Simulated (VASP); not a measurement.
# ZrB2 (P6/mmm) in VASP: a series of runs, part 2 of 2

VASP 6.6.1. Earlier steps stand in the parts before.

### Step 3. Single point, LDA+U, non-collinear spin, zero start, spin-orbit coupling

This run uses another cell than the first one, of 11.79 Å³/atom.

File INCAR:

```
SYSTEM = ZrB2
PREC     = Accurate       ! precision mode
ENCUT    = 520            ! plane-wave cutoff, eV
EDIFF    = 1E-6           ! SCF threshold, eV
ISMEAR   = -5             ! smearing method
SIGMA    = 0.1            ! smearing width, eV
LREAL    = .False.        ! projectors in reciprocal space
LASPH    = .True.         ! aspherical terms in the spheres
NELM     = 150            ! most SCF steps
ALGO     = Normal         ! electronic algorithm
ISIF     = 2              ! what is computed and relaxed
LWAVE    = .False.        ! write WAVECAR
LCHARG   = .False.        ! write CHGCAR
MAGMOM   = 0 0 0 0 0 0 0 0 0 ! initial moments
LORBIT   = 11             ! projections on sites
LSORBIT  = .True.         ! spin-orbit coupling
GGA_COMPAT= .False.      
LORBMOM  = .True.       
LMAXMIX  = 4              ! l up to which the mixer works
LDAU     = .True.         ! DFT+U
LDAUTYPE = 2            
LDAUL    = 2 -1           ! shell
LDAUU    = 2 0            ! U, eV
LDAUJ    = 0 0          
LDAUPRINT= 1            
GGA      = CA             ! functional
NBANDS   = 31             ! bands
```

File KPOINTS:

```
regular mesh
0
Gamma
  10 10 8
  0 0 0
```

File POSCAR:

```
ZrB2
1.0
    3.3211758836      0.0000000000      0.0000000000
   -1.6605879418      2.8762226856      0.0000000000
    0.0000000000      0.0000000000      3.7014871914
Zr B
1 2
Direct
    0.0000000000      0.0000000000      0.0000000000
    0.6666666667      0.3333333333      0.5000000000
    0.3333333333      0.6666666667      0.5000000000
```

Potentials or basis: VASP PAW LDA potentials, release 64 (Zr_sv, B).

The run is started by

```
> cat potpaw_LDA.64/Zr_sv/POTCAR potpaw_LDA.64/B/POTCAR > POTCAR
> mpirun -np 1 vasp_ncl > vasp.out
```

It took 2.4 min on 1 thread of Intel Xeon Platinum 8488C (Sapphire Rapids), shared host; peak memory 0.27 GiB.

The run converged. Its results:

- Free energy: -25.5379 eV
- Pressure: -29.2 GPa
- Net moment: 0.00 μB per cell
- Valence electrons inside the program's atomic spheres: Zr 9.71; B 1.76

Stress tensor (GPa, compression positive):
```
-30.70   0.00   0.00
  0.00 -30.70   0.00
  0.00   0.00 -26.14
```

Moments on the atoms (μB; x, y, z):
```
Zr  0.00 0.00 0.00
B   0.00 0.00 0.00
B   0.00 0.00 0.00
```

Caveat: the cell stands under tension; the U is typed as a test and isn't derived for this compound. The state reached can hang on the start; a lower one may exist.

### Step 4. Vibrations by perturbation theory, PBEsol

File INCAR:

```
PREC     = Accurate       # precision mode
ENCUT    = 520            # plane-wave cutoff, eV
EDIFF    = 1E-8           # SCF threshold, eV
ISMEAR   = -1             # smearing method
SIGMA    = 0.05           # smearing width, eV
LREAL    = F              # projectors in reciprocal space
LASPH    = T              # aspherical terms in the spheres
NELM     = 100            # most SCF steps
ALGO     = Normal         # electronic algorithm
ISIF     = 2              # what is computed and relaxed
LWAVE    = F              # write WAVECAR
LCHARG   = F              # write CHGCAR
GGA      = PS             # functional
IBRION   = 8              # ionic algorithm
NSW      = 1              # ionic steps
```

File KPOINTS:

```
regular mesh
0
Gamma
  8 8 6
```

File POSCAR:

```
ZrB2
1.0
    3.1700000000      0.0000000000      0.0000000000
   -1.5850000000      2.7453005300      0.0000000000
    0.0000000000      0.0000000000      3.5330000000
Zr B
1 2
Direct
    0.0000000000      0.0000000000      0.0000000000
    0.6666666667      0.3333333333      0.5000000000
    0.3333333333      0.6666666667      0.5000000000
```

Potentials or basis: VASP PAW PBE potentials, release 64 (Zr_sv, B).

The run is started by

```
> cat potpaw_PBE.64/Zr_sv/POTCAR potpaw_PBE.64/B/POTCAR > POTCAR
> mpirun -np 1 vasp_std > vasp.out
```

OUTCAR:

```text
PREC = Accurate
   ENCUT = 520
   EDIFF = 1E-8
   ISMEAR = -1
   LREAL = F
   LASPH = T
   NELM = 100
   ISIF = 2
   GGA = PS
   IBRION = 8
   NSW = 1

 ion  position               nearest neighbor table
   1  0.000  0.000  0.000-   2 2.54   3 2.54   2 2.54   3 2.54   2 2.54   2 2.54   3 2.54   3 2.54
                             2 2.54   2 2.54   3 2.54   3 2.54
   2  0.667  0.333  0.500-   3 1.83   3 1.83   3 1.83   1 2.54   1 2.54   1 2.54   1 2.54   1 2.54
                             1 2.54
   3  0.333  0.667  0.500-   2 1.83   2 1.83   2 1.83   1 2.54   1 2.54   1 2.54   1 2.54   1 2.54
                             1 2.54

  LATTYP: Found a hexagonal cell.
 ALAT       =     3.1700000000
 C/A-ratio  =     1.1145110410

  Lattice vectors:

[... 645 lines left out ...]
  --------------------------------------------------------------------------------
  x     0.00000    -0.00000     0.00000     2.38861     0.00000     0.00000
  y     2.38861    -2.38861     0.00000     0.00000     0.00000     0.00000
  z     0.00000     0.00000     0.00000    -0.00000     0.00000     0.00000

 SECOND DERIVATIVES (NOT SYMMETRIZED)
 ------------------------------------
               1X          1Y          1Z          2X          2Y          2Z          3X          3Y          3Z
  1X   -12.868957    0.000000    0.000000    6.434478    0.000000    0.000000    6.434478    0.000000    0.000000
  1Y     0.000000  -12.868957    0.000000    0.000000    6.434478    0.000000    0.000000    6.434478    0.000000
  1Z    -0.000000    0.000000  -14.084701    0.000000    0.000000    7.042350   -0.000000   -0.000000    7.042350
  2X     6.431123   -0.000000    0.000000  -14.579743    0.000000    0.000000    8.148620    0.000000    0.000000
  2Y    -0.000000    6.431123    0.000000    0.000000  -14.579743    0.000000    0.000000    8.148620    0.000000
  2Z     0.000000   -0.000000    7.033837    0.000000    0.000000   -9.675370    0.000000   -0.000000    2.641533
  3X     6.431123   -0.000000    0.000000    8.148620    0.000000    0.000000  -14.579743    0.000000    0.000000
  3Y    -0.000000    6.431123    0.000000    0.000000    8.148620    0.000000    0.000000  -14.579743    0.000000
  3Z     0.000000   -0.000000    7.033837    0.000000   -0.000000    2.641533    0.000000    0.000000   -9.675370

 Eigenvectors and eigenvalues of the dynamical matrix
 ----------------------------------------------------

   1 f  =   22.667408 THz   142.423526 2PiTHz  756.103349 cm-1    93.744825 meV
             X         Y         Z           dx          dy          dz
      0.000000  0.000000  0.000000    -0.000000    0.000000    0.000000
      1.585000  0.915100  1.766500    -0.000124   -0.707107    0.000000
     -0.000000  1.830200  1.766500     0.000124    0.707107   -0.000000
[... 43 lines left out ...]
   9 f/i=    0.003340 THz     0.020986 2PiTHz    0.111410 cm-1     0.013813 meV
             X         Y         Z           dx          dy          dz
      0.000000  0.000000  0.000000     0.000000   -0.000000    0.899003
      1.585000  0.915100  1.766500     0.000000   -0.000000    0.309672
     -0.000000  1.830200  1.766500     0.000000   -0.000000    0.309672

--------------------------------------------------------------------------------------------------------

 ELASTIC MODULI CONTR FROM IONIC RELAXATION (kBar)
 Direction    XX          YY          ZZ          XY          YZ          ZX
 --------------------------------------------------------------------------------
 XX         -26.1620     26.1620      0.0000     -0.0000      0.0000      0.0000
 YY          26.1620    -26.1620      0.0000      0.0000      0.0000      0.0000
 ZZ           0.0000      0.0000      0.0000      0.0000      0.0000      0.0000
 XY          -0.0000      0.0000      0.0000    -26.1620      0.0000      0.0000
 YZ           0.0000      0.0000      0.0000      0.0000      0.0000      0.0000
 ZX           0.0000      0.0000      0.0000      0.0000      0.0000      0.0000
 --------------------------------------------------------------------------------
```

It took 2 min on 1 thread of Intel Xeon 6975P-C (Granite Rapids), shared host; peak memory 0.27 GiB.

What came out:

```
Highest phonon frequency at Γ : 756 cm⁻¹
```

Phonon frequencies in cm⁻¹ (negative: imaginary):
```csv
q point,frequencies
"(0.000, 0.000, 0.000)",0 0 0 447 447 468 557 756 756
```

Caveat: the cell stands under pressure or tension, which shifts response properties; the PAW data sets were made with another functional, which shifts forces and pressure a little.
